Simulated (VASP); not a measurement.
# AlCu3 (Fm-3m) in VASP: notebook

The runs below take AlCu3 through single point, with r2SCAN.

All numbers are computed with VASP 6.6.1; they aren't measurements. Logs are shortened: lines on timing, memory, paths and dates and some standing lists are left out, and cuts for length are marked.

## 1. The cell of the first run

The structure is cubic, space group Fm-3m (No. 225). Conventional cell: a = 5.776 Å, b = 5.776 Å, c = 5.776 Å, α = 90.00°, β = 90.00°, γ = 90.00°. Within 3.3 Å of Al (site symmetry m-3m) lie 14 Cu at 2.50 to 2.89 Å. Within 3.3 Å of Cu (site symmetry m-3m) lie 8 Cu at 2.50 Å and 6 Al at 2.89 Å. Within 3.3 Å of Cu (site symmetry -43m) lie 4 Al at 2.50 Å and 10 Cu at 2.50 to 2.89 Å.

## 2. Single point, r2SCAN

The input, POSCAR:

```
AlCu3
1.0
    0.0000000000      2.8880109880      2.8880109880
    2.8880109880      0.0000000000      2.8880109880
    2.8880109880      2.8880109880      0.0000000000
Al Cu
1 3
Direct
    0.0000000000      0.0000000000      0.0000000000
    0.5000000000      0.5000000000      0.5000000000
    0.2500000000      0.2500000000      0.2500000000
    0.7500000000      0.7500000000      0.7500000000
```

The input, INCAR.step1:

```
PREC = Accurate
ENCUT = 520
ISMEAR = 0
SIGMA = 0.1
LREAL = False
LASPH = True
NELM = 80
NBANDS = 26
GGA = PE
ALGO = Normal
EDIFF = 1E-4
LWAVE = True
LCHARG = False
```

The input, INCAR.step2:

```
PREC = Accurate
ENCUT = 520
EDIFF = 1E-6
ISMEAR = 0
SIGMA = 0.1
LREAL = False
LASPH = True
NELM = 80
ALGO = Normal
ISIF = 2
LWAVE = False
LCHARG = False
METAGGA = R2SCAN
LMIXTAU = True
NBANDS = 26
ISTART = 1
```

The input, KPOINTS:

```
Automatic mesh
0
Gamma
  6 6 6
```

Potentials or basis: VASP PAW PBE potentials, release 64 (Al, Cu).

Command:

```console
cat potpaw_PBE.64/Al/POTCAR potpaw_PBE.64/Cu/POTCAR > POTCAR
cp INCAR.step1 INCAR
mpirun -np 1 vasp_std > vasp.out
cp INCAR.step2 INCAR
mpirun -np 1 vasp_std > vasp.out
```

OUTCAR:

```text
PREC = Accurate
   ENCUT = 520
   EDIFF = 1E-6
   ISMEAR = 0
   LREAL = False
   LASPH = True
   NELM = 80
   ISIF = 2
   METAGGA = R2SCAN
   ISTART = 1

 ion  position               nearest neighbor table
   1  0.000  0.000  0.000-   4 2.50   4 2.50   4 2.50   3 2.50   4 2.50   3 2.50   3 2.50   3 2.50
                             2 2.89   2 2.89   2 2.89   2 2.89   2 2.89   2 2.89
   2  0.500  0.500  0.500-   3 2.50   3 2.50   3 2.50   3 2.50   4 2.50   4 2.50   4 2.50   4 2.50
                             1 2.89   1 2.89   1 2.89   1 2.89   1 2.89   1 2.89
   3  0.250  0.250  0.250-   1 2.50   1 2.50   1 2.50   1 2.50   2 2.50   2 2.50   2 2.50   2 2.50

   4  0.750  0.750  0.750-   2 2.50   2 2.50   2 2.50   1 2.50   2 2.50   1 2.50   1 2.50   1 2.50

  LATTYP: Found a face centered cubic cell.
 ALAT       =     5.7760219760

  Lattice vectors:

 A1 = (   0.0000000000,   2.8880109880,   2.8880109880)
 A2 = (   2.8880109880,   0.0000000000,   2.8880109880)
 A3 = (   2.8880109880,   2.8880109880,   0.0000000000)

Analysis of symmetry for initial positions (statically):
=====================================================================
 Subroutine PRICEL returns:
 Original cell was already a primitive cell.

 Routine SETGRP: Setting up the symmetry group for a
 face centered cubic supercell.

 Subroutine GETGRP returns: Found 48 space group operations
 (whereof 48 operations were pure point group operations)
 out of a pool of 48 trial point group operations.

The static configuration has the point symmetry O_h .

Analysis of symmetry for dynamics (positions and initial velocities):
=====================================================================
 Subroutine PRICEL returns:
 Original cell was already a primitive cell.

 Routine SETGRP: Setting up the symmetry group for a
 face centered cubic supercell.

 Subroutine GETGRP returns: Found 48 space group operations
 (whereof 48 operations were pure point group operations)
 out of a pool of 48 trial point group operations.

The dynamic configuration has the point symmetry O_h .

 Subroutine INISYM returns: Found 48 space group operations
 (whereof 48 operations are pure point group operations),
 and found     1 'primitive' translations

----------------------------------------------------------------------------------------

                                     Primitive cell

[... 83 lines left out ...]
   ENCUT  =  520.0 eV  38.22 Ry    6.18 a.u.   7.59  7.59  7.59*2*pi/ulx,y,z
   NELM   =     80;   NELMIN=  2; NELMDL=  0     # of ELM steps
   EDIFF  = 0.1E-05   stopping-criterion for ELM
   LREAL  =      F    real-space projection
   EDIFFG = 0.1E-04   stopping-criterion for IOM
   NSW    =      0    number of steps for IOM
   IBRION =     -1    ionic relax: 0-MD 1-quasi-New 2-CG
   NFREE  =      0    steps in history (QN), initial steepest desc. (CG)
   ISIF   =      2    stress and relaxation
   ISYM   =      2    0-nonsym 1-usesym 2-fastsym
   POTIM  = 0.5000    time-step for ionic-motion
   TEBEG  =    0.0;   TEEND  =   0.0 temperature during run
   PSTRESS=    0.0 pullay stress
   NELECT =      36.0000    total number of electrons
   NUPDOWN=      -1.0000    fix difference up-down
   EMIN   =  10.00;   EMAX   =-10.00  energy-range for DOS
   EFERMI =   0.00;   METHOD = LEGACY
   ISMEAR =     0;   SIGMA  =   0.10  broadening in eV -4-tet -1-fermi 0-gaus
   EFERMI_NEDOS =   21; number of points for ismear=-14 and -15
   IALGO  =     38    algorithm
   IMIX   =      4    mixing-type and parameters
     AMIX     =   0.40;   BMIX     =  1.00
     AMIX_MAG =   1.60;   BMIX_MAG =  1.00
  volume/ion in A,a.u.               =      12.04        81.28
  Fermi-wavevector in a.u.,A,eV,Ry     =   1.485594  2.807366 30.027919  2.206990
  Thomas-Fermi vector in A             =   2.598986
   LORBIT       =      0    0 simple, 1 ext, 2 COOP (PROOUT), +10 PAW based schemes
   METAGGA = R2SCAN    functional components
   LHFCALC =     F    Hartree Fock is set to
   AEXX    =    0.0000 exact exchange contribution
   IVDW    =     0    specifies the selected vdW correction
   LEPSILON=     F    determine dielectric tensor
   LRPA    =     F    only Hartree local field effects (RPA)
 non-spin polarized calculation
 Gauss-broadening in eV      SIGMA  =   0.10
  energy-cutoff  :      520.00
  volume of cell :       48.18
 maximum number of plane-waves:      1313
   NGX = 15   NGY = 15   NGZ = 15

 number of electron      35.9999973 magnetization

 Free energy of the ion-electron system (eV)
  ---------------------------------------------------
  ext. energy  EPLUGINS =         0.00000000
  ---------------------------------------------------
  free energy    TOTEN  =       -39.93818751 eV

  energy without entropy =      -39.93330975  energy(sigma->0) =      -39.93574863

 E-fermi :   8.5213     XC(G=0): -13.3520

 val. band max:        8.4939583163   @ k =  -0.1667   0.1667   0.0000
 cond. band min:       8.6053840914   @ k =  -0.1667   0.1667   0.0000
 fundamental gap:      0.1114257751
 Fermi energy:         8.5213296236

 k-point     1 :       0.0000    0.0000    0.0000
  band No.  band energies     occupation
      1      -2.5774      2.00000
      2       3.6120      2.00000
      3       3.6120      2.00000
      4       3.7080      2.00000
      5       3.7081      2.00000
      6       3.7081      2.00000
[... 453 lines left out ...]
     25      21.6053      0.00000
     26      22.6401      0.00000

------------------------ aborting loop because EDIFF is reached ----------------------------------------

  FORCE on cell =-STRESS in cart. coord.  units (eV):
  Direction    XX          YY          ZZ          XY          YZ          ZX
  --------------------------------------------------------------------------------------
  -------------------------------------------------------------------------------------
  Total        0.2325054      0.2325054      0.2325054     -0.0000000     -0.0000000     -0.0000000
  in kB        7.7324500      7.7324500      7.7324500     -0.0000000     -0.0000000     -0.0000000
  external PRESSURE =       7.7324500 kB  Pullay stress =       0.0000000 kB

 VOLUME and BASIS-vectors are now :
 -----------------------------------------------------------------------------
  energy-cutoff  :      520.00
  volume of cell :       48.18
      direct lattice vectors                 reciprocal lattice vectors
     0.000000000  2.888010988  2.888010988    -0.173129535  0.173129535  0.173129535
     2.888010988  0.000000000  2.888010988     0.173129535 -0.173129535  0.173129535
     2.888010988  2.888010988  0.000000000     0.173129535  0.173129535 -0.173129535

 POSITION                                       TOTAL-FORCE (eV/Angst)
 -----------------------------------------------------------------------------------
      0.00000      0.00000      0.00000        -0.000000      0.000000      0.000000
      2.88801      2.88801      2.88801        -0.000000      0.000000      0.000000
      1.44401      1.44401      1.44401         0.000000      0.000000      0.000000
      4.33202      4.33202      4.33202        -0.000000     -0.000000     -0.000000
 -----------------------------------------------------------------------------------
    total drift:                                0.000000     -0.000000      0.000000

  FREE ENERGIE OF THE ION-ELECTRON SYSTEM (eV)
  ---------------------------------------------------
  free  energy   TOTEN  =       -39.9381875131 eV

  energy  without entropy=      -39.9333097525  energy(sigma->0) =      -39.93574863
```

Run time: 2.4 min. Hardware: 1 thread of Intel Xeon Platinum 8259CL at 2.50GHz (Skylake/Cascade Lake), shared host; peak memory 0.17 GiB.

What came out:

```yaml
Free_energy: -39.9382 eV
Pressure: 0.8 GPa
Band_gap_on_the_k_mesh: zero (bands 18 and 19 overlap by 6.10 eV)
```

Caveat: the PAW data sets were made with another functional, which shifts forces and pressure a little.

## 3. Single point, r2SCAN

This run uses another cell than the first one, of 12.08 Å³/atom.

The input, POSCAR:

```
AlCu3
1.0
    0.0000000000      2.8909229079      2.8909229079
    2.8909229079      0.0000000000      2.8909229079
    2.8909229079      2.8909229079      0.0000000000
Al Cu
1 3
Direct
    0.0000000000      0.0000000000      0.0000000000
    0.5000000000      0.5000000000      0.5000000000
    0.2500000000      0.2500000000      0.2500000000
    0.7500000000      0.7500000000      0.7500000000
```

The input, INCAR.step1:

```
SYSTEM = AlCu3
PREC = Accurate
ENCUT = 520
ISMEAR = 0
SIGMA = 0.1
LREAL = .FALSE.
LASPH = .TRUE.
NELM = 80
NBANDS = 26
GGA = PE
ALGO = Normal
EDIFF = 1E-4
LWAVE = .TRUE.
LCHARG = .FALSE.
```

The input, INCAR.step2:

```
SYSTEM = AlCu3
PREC = Accurate
ENCUT = 520
EDIFF = 1E-6
ISMEAR = 0
SIGMA = 0.1
LREAL = .FALSE.
LASPH = .TRUE.
NELM = 80
ALGO = Normal
ISIF = 2
LWAVE = .FALSE.
LCHARG = .FALSE.
METAGGA = R2SCAN
LMIXTAU = .TRUE.
NBANDS = 26
ISTART = 1
```

The input, KPOINTS:

```
Automatic mesh
0
G
  14 14 14
  0 0 0
```

Potentials or basis: VASP PAW PBE potentials, release 64 (Al, Cu).

Command:

```console
cat potpaw_PBE.64/Al/POTCAR potpaw_PBE.64/Cu/POTCAR > POTCAR
cp INCAR.step1 INCAR
mpirun -np 1 vasp_std > vasp.out
cp INCAR.step2 INCAR
mpirun -np 1 vasp_std > vasp.out
```

Wall time 9.6 min (1 thread of Intel Xeon Platinum 8259CL at 2.50GHz (Skylake/Cascade Lake), shared host); peak memory 0.24 GiB.

It converged, with:

| Item | Value |
| --- | --- |
| Free energy | -39.9513 eV |
| Pressure | 0.3 GPa |
| Band gap on the k mesh | zero (bands 18 and 19 overlap by 6.09 eV) |

Levels at points of the mesh, in eV from the Fermi level:
```tsv
k point	band 14	band 15	band 16	band 17	band 18	band 19	band 20	band 21	band 22	band 23
(0.00, 0.00, 0.00)	-2.77	-2.64	-2.64	3.84	3.84	3.84	4.26	4.26	4.26	5.83
(0.50, 0.00, 0.00)	-2.76	-2.59	-2.59	-2.29	2.74	2.74	2.96	2.96	3.99	5.94
(0.50, 0.50, 0.00)	-2.49	-2.49	-2.45	-2.32	-2.32	-2.24	2.09	2.51	11.41	11.41
```

Caveat: the PAW data sets were made with another functional, which shifts forces and pressure a little.

The gap in the log of VASP goes by the Fermi energy; the results here count the filled bands.